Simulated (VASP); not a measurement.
# PbS (P6_3/mmc) in VASP: notebook

PbS is run at these levels: r2SCAN; tasks: single point.

Everything below comes from runs of VASP 6.6.1. Logs are shortened: lines on timing, memory, paths and dates and some standing lists are left out, and cuts for length are marked.

## Step 1: The cell of the first run

The structure is hexagonal, space group P6_3/mmc (No. 194). The conventional cell has a = 4.997 Å, b = 4.997 Å, c = 5.997 Å, α = 90.00°, β = 90.00°, γ = 120.00°. Pb (site symmetry -6m2) has 5 S at 2.89 to 3.00 Å within 3.8 Å. Within 3.8 Å of S (site symmetry -6m2) lie 5 Pb at 2.89 to 3.00 Å.

## Step 2: Single point, r2SCAN

POSCAR reads:

```
PbS
1.0
    4.9970879532      0.0000000000      0.0000000000
   -2.4985439766      4.3276051124      0.0000000000
    0.0000000000      0.0000000000      5.9970707068
Pb S
2 2
Direct
    0.3333333333      0.6666666667      0.2500000000
    0.6666666667      0.3333333333      0.7500000000
    0.6666666667      0.3333333333      0.2500000000
    0.3333333333      0.6666666667      0.7500000000
```

INCAR.step1 reads:

```
  PREC = Accurate
  ENCUT = 520
  ISMEAR = 0
  SIGMA = 0.01
  LREAL = F
  LASPH = T
  NELM = 80
  NBANDS = 28
  GGA = PE
  ALGO = Normal
  EDIFF = 1E-4
  LWAVE = T
  LCHARG = F
```

INCAR.step2 reads:

```
  PREC = Accurate
  ENCUT = 520
  EDIFF = 1E-6
  ISMEAR = 0
  SIGMA = 0.01
  LREAL = F
  LASPH = T
  NELM = 80
  ALGO = Normal
  ISIF = 2
  LWAVE = F
  LCHARG = F
  METAGGA = R2SCAN
  LMIXTAU = T
  NBANDS = 28
  ISTART = 1
```

KPOINTS reads:

```
regular mesh
0
Gamma
  6 6 2
```

Potentials or basis: VASP PAW PBE potentials, release 64 (Pb_d, S).

Command:

```console
> cat potpaw_PBE.64/Pb_d/POTCAR potpaw_PBE.64/S/POTCAR > POTCAR
> cp INCAR.step1 INCAR
> mpirun -np 1 vasp_std > vasp.out
> cp INCAR.step2 INCAR
> mpirun -np 1 vasp_std > vasp.out
```

OUTCAR:

```text
PREC = Accurate
   ENCUT = 520
   EDIFF = 1E-6
   ISMEAR = 0
   LREAL = F
   LASPH = T
   NELM = 80
   ISIF = 2
   METAGGA = R2SCAN
   ISTART = 1

 ion  position               nearest neighbor table
   1  0.333  0.667  0.250-   3 2.89   3 2.89   3 2.89   4 3.00   4 3.00
   2  0.667  0.333  0.750-   4 2.89   4 2.89   4 2.89   3 3.00   3 3.00
   3  0.667  0.333  0.250-   1 2.89   1 2.89   1 2.89   2 3.00   2 3.00
   4  0.333  0.667  0.750-   2 2.89   2 2.89   2 2.89   1 3.00   1 3.00

  LATTYP: Found a hexagonal cell.
 ALAT       =     4.9970879532
 C/A-ratio  =     1.2001130985

  Lattice vectors:

 A1 = (   4.9970879532,   0.0000000000,   0.0000000000)
 A2 = (  -2.4985439766,   4.3276051124,   0.0000000000)
 A3 = (   0.0000000000,   0.0000000000,   5.9970707068)

Analysis of symmetry for initial positions (statically):
=====================================================================
 Subroutine PRICEL returns:
 Original cell was already a primitive cell.

 Routine SETGRP: Setting up the symmetry group for a
 hexagonal supercell.

 Subroutine GETGRP returns: Found 24 space group operations
 (whereof 12 operations were pure point group operations)
 out of a pool of 24 trial point group operations.

The static configuration has the point symmetry D_3d.
 The point group associated with its full space group is D_6h.

Analysis of symmetry for dynamics (positions and initial velocities):
=====================================================================
 Subroutine PRICEL returns:
 Original cell was already a primitive cell.

 Routine SETGRP: Setting up the symmetry group for a
 hexagonal supercell.

 Subroutine GETGRP returns: Found 24 space group operations
 (whereof 12 operations were pure point group operations)
 out of a pool of 24 trial point group operations.

The dynamic configuration has the point symmetry D_3d.
 The point group associated with its full space group is D_6h.

 Subroutine INISYM returns: Found 24 space group operations
 (whereof 12 operations are pure point group operations),
 and found     1 'primitive' translations

----------------------------------------------------------------------------------------

                                     Primitive cell

  volume of cell :     129.6892

  direct lattice vectors                    reciprocal lattice vectors
     4.997087953  0.000000000  0.000000000     0.200116550  0.115537344  0.000000000
    -2.498543977  4.327605112  0.000000000     0.000000000  0.231074688  0.000000000
     0.000000000  0.000000000  5.997070707     0.000000000  0.000000000  0.166748076

  length of vectors
     4.997087953  4.997087953  5.997070707     0.231074688  0.231074688  0.166748076

  position of ions in fractional coordinates (direct lattice)
     0.333333333  0.666666667  0.250000000
     0.666666667  0.333333333  0.750000000
     0.666666667  0.333333333  0.250000000
     0.333333333  0.666666667  0.750000000

  ion indices of the primitive-cell ions
   primitive index   ion index
                 1           1
                 2           2
                 3           3
                 4           4

----------------------------------------------------------------------------------------

 KPOINTS: regular mesh

Automatic generation of k-mesh.
 Grid dimensions read from file:
 generate k-points for:    6    6    2

 Generating k-lattice:

  Cartesian coordinates                     Fractional coordinates (reciprocal lattice)
     0.033352758  0.019256224  0.000000000     0.166666667  0.000000000  0.000000000
     0.000000000  0.038512448  0.000000000     0.000000000  0.166666667  0.000000000
     0.000000000  0.000000000  0.083374038     0.000000000  0.000000000  0.500000000

  Length of vectors
     0.038512448  0.038512448  0.083374038

  Shift w.r.t. Gamma in fractional coordinates (k-lattice)
     0.000000000  0.000000000  0.000000000

 Subroutine IBZKPT returns following result:
 ===========================================

 Found     14 irreducible k-points:

 Following reciprocal coordinates:
            Coordinates               Weight
  0.000000  0.000000  0.000000      1.000000
  0.166667  0.000000  0.000000      6.000000
  0.333333  0.000000  0.000000      6.000000
  0.500000  0.000000  0.000000      3.000000
  0.166667  0.166667  0.000000      6.000000
  0.333333  0.166667  0.000000     12.000000
  0.333333  0.333333  0.000000      2.000000
  0.000000  0.000000  0.500000      1.000000
  0.166667  0.000000  0.500000      6.000000
  0.333333  0.000000  0.500000      6.000000
  0.500000  0.000000  0.500000      3.000000
  0.166667  0.166667  0.500000      6.000000
  0.333333  0.166667  0.500000     12.000000
  0.333333  0.333333  0.500000      2.000000
   k-points           NKPTS =     14   k-points in BZ     NKDIM =     14   number of bands    NBANDS=     28
   number of dos      NEDOS =    301   number of ions     NIONS =      4
   total plane-waves  NPLWV =  76800
   dimension x,y,z NGX =    40 NGY =   40 NGZ =   48
   dimension x,y,z NGXF=    80 NGYF=   80 NGZF=   96
   ions per type =               2   2
   NGX,Y,Z   is equivalent  to a cutoff of  13.31, 13.31, 13.31 a.u.
   NGXF,Y,Z  is equivalent  to a cutoff of  26.61, 26.61, 26.61 a.u.
 SYSTEM =  unknown system
   PREC   = accura    normal or accurate (medium, high low for compatibility)
   ISTART =      1    job   : 0-new  1-cont  2-samecut
   ICHARG =      0    charge: 1-file 2-atom 10-const
   ISPIN  =      1    spin polarized calculation?
   LNONCOLLINEAR =      F non collinear calculations
   LSORBIT =      F    spin-orbit coupling
   LASPH  =      T    aspherical Exc in radial PAW
   ENCUT  =  520.0 eV  38.22 Ry    6.18 a.u.   9.29  9.29 11.15*2*pi/ulx,y,z
   NELM   =     80;   NELMIN=  2; NELMDL=  0     # of ELM steps
   EDIFF  = 0.1E-05   stopping-criterion for ELM
   LREAL  =      F    real-space projection
[... 7 lines left out ...]
   TEBEG  =    0.0;   TEEND  =   0.0 temperature during run
   PSTRESS=    0.0 pullay stress
   NELECT =      40.0000    total number of electrons
   NUPDOWN=      -1.0000    fix difference up-down
   EMIN   =  10.00;   EMAX   =-10.00  energy-range for DOS
   EFERMI =   0.00;   METHOD = LEGACY
   ISMEAR =     0;   SIGMA  =   0.01  broadening in eV -4-tet -1-fermi 0-gaus
   EFERMI_NEDOS =   21; number of points for ismear=-14 and -15
   IALGO  =     38    algorithm
   IMIX   =      4    mixing-type and parameters
     AMIX     =   0.40;   BMIX     =  1.00
     AMIX_MAG =   1.60;   BMIX_MAG =  1.00
  volume/ion in A,a.u.               =      32.42       218.80
  Fermi-wavevector in a.u.,A,eV,Ry     =   1.106098  2.090222 16.646083  1.223453
  Thomas-Fermi vector in A             =   2.242594
   LORBIT       =      0    0 simple, 1 ext, 2 COOP (PROOUT), +10 PAW based schemes
   METAGGA = R2SCAN    functional components
   LHFCALC =     F    Hartree Fock is set to
   AEXX    =    0.0000 exact exchange contribution
   IVDW    =     0    specifies the selected vdW correction
   LEPSILON=     F    determine dielectric tensor
   LRPA    =     F    only Hartree local field effects (RPA)
 non-spin polarized calculation
 Gauss-broadening in eV      SIGMA  =   0.01
  energy-cutoff  :      520.00
  volume of cell :      129.69
 maximum number of plane-waves:      3506
 NGX is ok and might be reduce to    40
   NGX = 19   NGY = 19   NGZ = 23

 number of electron      39.9999997 magnetization

 Free energy of the ion-electron system (eV)
  ---------------------------------------------------
  ext. energy  EPLUGINS =         0.00000000
  ---------------------------------------------------
  free energy    TOTEN  =      -130.41083924 eV

  energy without entropy =     -130.41083924  energy(sigma->0) =     -130.41083924

 E-fermi :   3.6652     XC(G=0):  -8.9526

 val. band max:        3.5840387686   @ k =   0.3333   0.3333   0.5000
 cond. band min:       5.3015799718   @ k =   0.3333   0.3333   0.5000
 fundamental gap:      1.7175412032
 Fermi energy:         3.6652054056

 k-point     1 :       0.0000    0.0000    0.0000
  band No.  band energies     occupation
      1     -13.8540      2.00000
      2     -13.7406      2.00000
      3     -13.7406      2.00000
      4     -13.7218      2.00000
      5     -13.7187      2.00000
      6     -13.7187      2.00000
[... 20 lines left out ...]
     27       9.4929      0.00000
     28      10.7179      0.00000

 k-point     2 :       0.1667    0.0000    0.0000
  band No.  band energies     occupation
      1     -13.8494      2.00000
      2     -13.7426      2.00000
      3     -13.7396      2.00000
      4     -13.7372      2.00000
      5     -13.7182      2.00000
      6     -13.7160      2.00000
[... 20 lines left out ...]
     27       9.8060      0.00000
     28      10.3435      0.00000

 k-point     3 :       0.3333    0.0000    0.0000
  band No.  band energies     occupation
      1     -13.8378      2.00000
      2     -13.7613      2.00000
      3     -13.7464      2.00000
      4     -13.7371      2.00000
      5     -13.7135      2.00000
      6     -13.7101      2.00000
[... 20 lines left out ...]
     27       9.8983      0.00000
     28      10.7554      0.00000

 k-point     4 :       0.5000    0.0000    0.0000
  band No.  band energies     occupation
      1     -13.8293      2.00000
      2     -13.7754      2.00000
      3     -13.7481      2.00000
      4     -13.7354      2.00000
      5     -13.7109      2.00000
      6     -13.7069      2.00000
[... 268 lines left out ...]
     27      11.2122      0.00000
     28      11.2122      0.00000

 k-point    13 :       0.3333    0.1667    0.5000
  band No.  band energies     occupation
      1     -13.7600      2.00000
      2     -13.7600      2.00000
      3     -13.7363      2.00000
      4     -13.7363      2.00000
      5     -13.7262      2.00000
      6     -13.7262      2.00000
[... 20 lines left out ...]
     27      10.7554      0.00000
     28      10.7554      0.00000

 k-point    14 :       0.3333    0.3333    0.5000
  band No.  band energies     occupation
      1     -13.7517      2.00000
      2     -13.7517      2.00000
      3     -13.7437      2.00000
      4     -13.7437      2.00000
      5     -13.7241      2.00000
      6     -13.7241      2.00000
[... 20 lines left out ...]
     27      10.6610      0.00000
     28      10.6610      0.00000

------------------------ aborting loop because EDIFF is reached ----------------------------------------

  FORCE on cell =-STRESS in cart. coord.  units (eV):
  Direction    XX          YY          ZZ          XY          YZ          ZX
  --------------------------------------------------------------------------------------
  -------------------------------------------------------------------------------------
  Total       -0.5047417     -0.5047417      2.7984832     -0.0000000      0.0000000     -0.0000000
  in kB       -6.2355670     -6.2355670     34.5723976     -0.0000000      0.0000000     -0.0000000
  external PRESSURE =       7.3670878 kB  Pullay stress =       0.0000000 kB

 VOLUME and BASIS-vectors are now :
 -----------------------------------------------------------------------------
  energy-cutoff  :      520.00
  volume of cell :      129.69
      direct lattice vectors                 reciprocal lattice vectors
     4.997087953  0.000000000  0.000000000     0.200116550  0.115537344  0.000000000
    -2.498543977  4.327605112  0.000000000     0.000000000  0.231074688  0.000000000
     0.000000000  0.000000000  5.997070707     0.000000000  0.000000000  0.166748076

 POSITION                                       TOTAL-FORCE (eV/Angst)
 -----------------------------------------------------------------------------------
     -0.00000      2.88507      1.49927         0.000000     -0.000000      0.000000
      2.49854      1.44254      4.49780        -0.000000      0.000000      0.000000
      2.49854      1.44254      1.49927        -0.000000     -0.000000      0.000000
     -0.00000      2.88507      4.49780        -0.000000      0.000000      0.000000
 -----------------------------------------------------------------------------------
    total drift:                               -0.000000      0.000000     -0.000000

  FREE ENERGIE OF THE ION-ELECTRON SYSTEM (eV)
  ---------------------------------------------------
  free  energy   TOTEN  =      -130.4108392401 eV

  energy  without entropy=     -130.4108392401  energy(sigma->0) =     -130.41083924
```

Run time: 4.9 min. Hardware: 1 thread of Intel Xeon 8259CL, shared host; peak memory 0.3 GiB.

Results:

| Item | Value |
| --- | --- |
| Free energy | -130.4108 eV |
| Pressure | 0.7 GPa |
| Band gap on the k mesh | 1.72 eV |

Levels at points of the mesh, in eV from the valence-band top:
```
           k point  band 16  band 17  band 18  band 19  band 20  band 21  band 22  band 23  band 24  band 25
(0.00, 0.00, 0.00)    -3.16    -3.16    -2.00    -2.00    -2.00     2.21     2.21     3.62     3.62     5.02
(0.50, 0.00, 0.00)    -3.83    -2.97    -2.39    -2.16    -0.75     3.25     3.29     4.42     4.73     5.48
(0.00, 0.00, 0.50)    -2.58    -2.58    -2.58    -1.37    -1.37     2.52     2.52     2.52     2.52     2.85
(0.50, 0.00, 0.50)    -3.17    -1.98    -1.98    -0.67    -0.67     1.89     1.89     3.31     3.31     4.66
```

Caveat: the k points lie up to 0.52 Å⁻¹ apart; the PAW data sets were made with another functional, which shifts forces and pressure a little; spin-orbit coupling is left out, which moves the levels of the heavy elements.

(Part 1 of 2 ends here.)
